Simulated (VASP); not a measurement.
# Be in VASP: a series of runs

The runs below take Be through single point, with PBE.

All numbers are computed with VASP 6.6.1; they aren't measurements. Logs are shortened: lines on timing, memory, paths and dates and some standing lists are left out, and cuts for length are marked.

## (1) The cell of the first run

The cell holds a slab with vacuum, 6 atoms: a = 2.261 Å, b = 2.261 Å, c = 24.923 Å, α = 90.00°, β = 90.00°, γ = 120.00°.

## (2) Single point, PBE

INCAR reads:

```
SYSTEM = Be
PREC = Accurate
ENCUT = 520
EDIFF = 1E-6
ISMEAR = -1
SIGMA = 0.05
LREAL = .FALSE.
LASPH = .TRUE.
NELM = 60
ALGO = Normal
ISIF = 2
LWAVE = .FALSE.
LCHARG = .TRUE.
LDIPOL = .TRUE.
IDIPOL = 3
DIPOL = 0.5 0.5 0.500
GGA = PE
LELF = .TRUE.
LVHAR = .TRUE.
LVACPOTAV = .TRUE.
NBANDS = 15
```

KPOINTS reads:

```
Automatic mesh
0
G
  21 21 1
  0 0 0
```

POSCAR reads:

```
Be
1.0
    2.2613065234      0.0000000000      0.0000000000
   -1.1306532617      1.9583488950      0.0000000000
    0.0000000000      0.0000000000     24.9226000000
Be
6
Direct
    0.8333333333      0.1666666667      0.3180899630
    0.1666666667      0.8333333333      0.3917881027
    0.8333333333      0.1666666667      0.4639813596
    0.1666666667      0.8333333333      0.5360186392
    0.8333333333      0.1666666667      0.6082118970
    0.1666666667      0.8333333333      0.6819100386
```

Potentials or basis: VASP PAW PBE potentials, release 64 (Be).

Command:

```sh
cat potpaw_PBE.64/Be/POTCAR > POTCAR
mpirun -np 1 vasp_std > vasp.out
```

OUTCAR:

```text
SYSTEM = Be
   PREC = Accurate
   ENCUT = 520
   EDIFF = 1E-6
   ISMEAR = -1
   LREAL = .FALSE.
   LASPH = .TRUE.
   NELM = 60
   ISIF = 2
   GGA = PE

 ion  position               nearest neighbor table
   1  0.833  0.167  0.318-   2 2.25   2 2.25   2 2.25
   2  0.167  0.833  0.392-   3 2.22   3 2.22   3 2.22   1 2.25   1 2.25   1 2.25
   3  0.833  0.167  0.464-   4 2.22   4 2.22   4 2.22   2 2.22   2 2.22   2 2.22
   4  0.167  0.833  0.536-   3 2.22   3 2.22   3 2.22   5 2.22   5 2.22   5 2.22
   5  0.833  0.167  0.608-   4 2.22   4 2.22   4 2.22   6 2.25   6 2.25   6 2.25
   6  0.167  0.833  0.682-   5 2.25   5 2.25   5 2.25

  LATTYP: Found a hexagonal cell.
 ALAT       =     2.2613065234
 C/A-ratio  =    11.0213276007

  Lattice vectors:

 A1 = (   2.2613065234,   0.0000000000,   0.0000000000)
 A2 = (  -1.1306532617,   1.9583488950,   0.0000000000)
 A3 = (   0.0000000000,   0.0000000000,  24.9226000000)

Analysis of symmetry for initial positions (statically):
=====================================================================
 Subroutine PRICEL returns:
 Original cell was already a primitive cell.

 Routine SETGRP: Setting up the symmetry group for a
 hexagonal supercell.

 Subroutine GETGRP returns: Found 12 space group operations
 (whereof  4 operations were pure point group operations)
 out of a pool of 24 trial point group operations.

The static configuration has the point symmetry C_2h.
 The point group associated with its full space group is D_3d.

Analysis of symmetry for dynamics (positions and initial velocities):
=====================================================================
 Subroutine PRICEL returns:
 Original cell was already a primitive cell.

 Routine SETGRP: Setting up the symmetry group for a
 hexagonal supercell.

 Subroutine GETGRP returns: Found 12 space group operations
 (whereof  4 operations were pure point group operations)
 out of a pool of 24 trial point group operations.

The dynamic configuration has the point symmetry C_2h.
 The point group associated with its full space group is D_3d.

 Subroutine INISYM returns: Found 12 space group operations
 (whereof  4 operations are pure point group operations),
 and found     1 'primitive' translations

----------------------------------------------------------------------------------------

                                     Primitive cell

  volume of cell :     110.3679

  direct lattice vectors                    reciprocal lattice vectors
     2.261306523  0.000000000  0.000000000     0.442222224  0.255317120  0.000000000
    -1.130653262  1.958348895  0.000000000     0.000000000  0.510634240  0.000000000
     0.000000000  0.000000000 24.922600000     0.000000000  0.000000000  0.040124225

  length of vectors
     2.261306523  2.261306523 24.922600000     0.510634240  0.510634240  0.040124225

  position of ions in fractional coordinates (direct lattice)
     0.833333333  0.166666667  0.318089963
     0.166666667  0.833333333  0.391788103
     0.833333333  0.166666667  0.463981360
     0.166666667  0.833333333  0.536018639
     0.833333333  0.166666667  0.608211897
     0.166666667  0.833333333  0.681910039

  ion indices of the primitive-cell ions
   primitive index   ion index
                 1           1
                 2           2
                 3           3
                 4           4
                 5           5
                 6           6

----------------------------------------------------------------------------------------

 KPOINTS: Automatic mesh

Automatic generation of k-mesh.
 Grid dimensions read from file:
 generate k-points for:   21   21    1

 Generating k-lattice:

  Cartesian coordinates                     Fractional coordinates (reciprocal lattice)
     0.021058201  0.012157958  0.000000000     0.047619048  0.000000000  0.000000000
     0.000000000  0.024315916  0.000000000     0.000000000  0.047619048  0.000000000
     0.000000000  0.000000000  0.040124225     0.000000000  0.000000000  1.000000000

  Length of vectors
     0.024315916  0.024315916  0.040124225

  Shift w.r.t. Gamma in fractional coordinates (k-lattice)
     0.000000000  0.000000000  0.000000000

 Subroutine IBZKPT returns following result:
 ===========================================

 Found     48 irreducible k-points:

 Following reciprocal coordinates:
            Coordinates               Weight
  0.000000  0.000000  0.000000      1.000000
  0.047619 -0.000000  0.000000      6.000000
  0.095238 -0.000000  0.000000      6.000000
  0.142857 -0.000000  0.000000      6.000000
  0.190476 -0.000000  0.000000      6.000000
  0.238095  0.000000  0.000000      6.000000
[... 16 lines left out ...]
  0.142857  0.095238  0.000000     12.000000
  0.190476  0.095238  0.000000     12.000000
 [... further k-points ...]
   k-points           NKPTS =     48   k-points in BZ     NKDIM =     48   number of bands    NBANDS=     15
   number of dos      NEDOS =    301   number of ions     NIONS =      6
   total plane-waves  NPLWV =  62208
   dimension x,y,z NGX =    18 NGY =   18 NGZ =  192
   dimension x,y,z NGXF=    36 NGYF=   36 NGZF=  384
   ions per type =               6
   NGX,Y,Z   is equivalent  to a cutoff of  13.23, 13.23, 12.81 a.u.
   NGXF,Y,Z  is equivalent  to a cutoff of  26.47, 26.47, 25.61 a.u.
 SYSTEM =  Be
   PREC   = accura    normal or accurate (medium, high low for compatibility)
   ISTART =      0    job   : 0-new  1-cont  2-samecut
   ICHARG =      2    charge: 1-file 2-atom 10-const
   ISPIN  =      1    spin polarized calculation?
   LNONCOLLINEAR =      F non collinear calculations
   LSORBIT =      F    spin-orbit coupling
   LASPH  =      T    aspherical Exc in radial PAW
   ENCUT  =  520.0 eV  38.22 Ry    6.18 a.u.   4.20  4.20 46.34*2*pi/ulx,y,z
   NELM   =     60;   NELMIN=  2; NELMDL= -5     # of ELM steps
   EDIFF  = 0.1E-05   stopping-criterion for ELM
   LREAL  =      F    real-space projection
   EDIFFG = 0.1E-04   stopping-criterion for IOM
   NSW    =      0    number of steps for IOM
   IBRION =     -1    ionic relax: 0-MD 1-quasi-New 2-CG
   NFREE  =      0    steps in history (QN), initial steepest desc. (CG)
   ISIF   =      2    stress and relaxation
   ISYM   =      2    0-nonsym 1-usesym 2-fastsym
   POTIM  = 0.5000    time-step for ionic-motion
   TEBEG  =    0.0;   TEEND  =   0.0 temperature during run
   PSTRESS=    0.0 pullay stress
   NELECT =      12.0000    total number of electrons
   NUPDOWN=      -1.0000    fix difference up-down
   EMIN   =  10.00;   EMAX   =-10.00  energy-range for DOS
   EFERMI =   0.00;   METHOD = LEGACY
   ISMEAR =    -1;   SIGMA  =   0.05  broadening in eV -4-tet -1-fermi 0-gaus
   EFERMI_NEDOS =   21; number of points for ismear=-14 and -15
   IALGO  =     38    algorithm
   IMIX   =      4    mixing-type and parameters
     AMIX     =   0.40;   BMIX     =  1.00
     AMIX_MAG =   1.60;   BMIX_MAG =  1.00
  volume/ion in A,a.u.               =      18.39       124.13
  Fermi-wavevector in a.u.,A,eV,Ry     =   0.781366  1.476567  8.306795  0.610532
  Thomas-Fermi vector in A             =   1.884868
   LORBIT       =      0    0 simple, 1 ext, 2 COOP (PROOUT), +10 PAW based schemes
   GGA     = PE    functional components
   LHFCALC =     F    Hartree Fock is set to
   AEXX    =    0.0000 exact exchange contribution
   IVDW    =     0    specifies the selected vdW correction
   LEPSILON=     F    determine dielectric tensor
   LRPA    =     F    only Hartree local field effects (RPA)
 non-spin polarized calculation
  energy-cutoff  :      520.00
  volume of cell :      110.37
 maximum number of plane-waves:      3006
 NGX is ok and might be reduce to    18
   NGX =  9   NGY =  9   NGZ = 93

 number of electron      12.0000000 magnetization

 dipolmoment           0.000000      0.000000      0.000000 electrons x Angstroem

 Free energy of the ion-electron system (eV)
  ---------------------------------------------------
  ext. energy  EPLUGINS =         0.00000000
  ---------------------------------------------------
  free energy    TOTEN  =       -21.62800737 eV

  energy without entropy =      -21.61499378  energy(sigma->0) =      -21.62150058

 E-fermi :  -0.2161     XC(G=0):  -5.3942

 val. band max:       -0.3053129205   @ k =   0.3333   0.0952   0.0000
 cond. band min:      -0.1943558903   @ k =   0.2857   0.0952   0.0000
 fundamental gap:      0.1109570301
 Fermi energy:        -0.2161226660

 k-point     1 :       0.0000    0.0000    0.0000
  band No.  band energies     occupation
      1     -10.7986      2.00000
      2      -9.9823      2.00000
      3      -8.9075      2.00000
      4      -7.5125      2.00000
      5      -5.8296      2.00000
      6      -3.0878      2.00000
      7      -2.6281      2.00000
      8       2.5514      0.00000
      9       4.1675      0.00000
     10       4.8935      0.00000
     11       5.3533      0.00000
     12       6.6109      0.00000
     13       6.8862      0.00000
     14       9.0099      0.00000
     15       9.2701      0.00000
[... 397 lines left out ...]
 k-point    24 :       0.1905    0.0952    0.0000
  band No.  band energies     occupation
      1      -8.9596      2.00000
      2      -8.1357      2.00000
      3      -7.0492      2.00000
      4      -5.6326      2.00000
      5      -3.8753      2.00000
      6      -1.2393      2.00000
      7      -0.3969      1.94765
      8       3.4558      0.00000
      9       5.7378      0.00000
     10       7.0511      0.00000
     11       7.4969      0.00000
     12       8.5167      0.00000
     13       8.6778      0.00000
     14       8.8663      0.00000
     15       9.5319      0.00000

 [... further k-points ...]

------------------------ aborting loop because EDIFF is reached ----------------------------------------

  FORCE on cell =-STRESS in cart. coord.  units (eV):
  Direction    XX          YY          ZZ          XY          YZ          ZX
  --------------------------------------------------------------------------------------
  -------------------------------------------------------------------------------------
  Total       -1.6681068     -1.6681068      0.0892431      0.0000000      0.0000000      0.0000000
  in kB      -24.2153959    -24.2153959      1.2955148      0.0000000      0.0000000      0.0000000
  external PRESSURE =     -15.7117590 kB  Pullay stress =       0.0000000 kB

 VOLUME and BASIS-vectors are now :
 -----------------------------------------------------------------------------
  energy-cutoff  :      520.00
  volume of cell :      110.37
      direct lattice vectors                 reciprocal lattice vectors
     2.261306523  0.000000000  0.000000000     0.442222224  0.255317120  0.000000000
    -1.130653262  1.958348895  0.000000000     0.000000000  0.510634240  0.000000000
     0.000000000  0.000000000 24.922600000     0.000000000  0.000000000  0.040124225

 POSITION                                       TOTAL-FORCE (eV/Angst)
 -----------------------------------------------------------------------------------
      1.69598      0.32639      7.92763        -0.000000      0.000000     -0.008985
     -0.56533      1.63196      9.76438         0.000000     -0.000000     -0.000668
      1.69598      0.32639     11.56362        -0.000000     -0.000000     -0.003221
     -0.56533      1.63196     13.35898         0.000000      0.000000      0.003221
      1.69598      0.32639     15.15822        -0.000000      0.000000      0.000668
     -0.56533      1.63196     16.99497         0.000000     -0.000000      0.008985
 -----------------------------------------------------------------------------------
    total drift:                               -0.000000      0.000000      0.000007

  FREE ENERGIE OF THE ION-ELECTRON SYSTEM (eV)
  ---------------------------------------------------
  free  energy   TOTEN  =       -21.6280073733 eV

  energy  without entropy=      -21.6149937839  energy(sigma->0) =      -21.62150058

 vacuum level on the upper side and lower side of the slab         5.132         5.132
```

Wall time 61 s (1 thread of Intel Xeon 6975P-C (Granite Rapids), shared host); peak memory 0.25 GiB.

Results:

```yaml
Free_energy: -21.6280 eV
Largest_force: 0.009 eV/Å
Band_gap_on_the_k_mesh: zero (band 6 reaches 0.67 eV, above the bottom of band 7 at -2.63 eV)
```

Forces on the atoms (eV/Å):
```
Be   0.000  0.000 -0.009
Be   0.000  0.000 -0.001
Be   0.000  0.000 -0.003
Be   0.000  0.000  0.003
Be   0.000  0.000  0.001
Be   0.000  0.000  0.009
```

Levels at points of the mesh, in eV from the Fermi level:
| k point | band 4 | band 5 | band 6 | band 7 | band 8 | band 9 |
| --- | --- | --- | --- | --- | --- | --- |
| (0.00, 0.00, 0.00) | -7.30 | -5.61 | -2.87 | -2.41 | 2.77 | 4.38 |

[end of part 1 of 2]
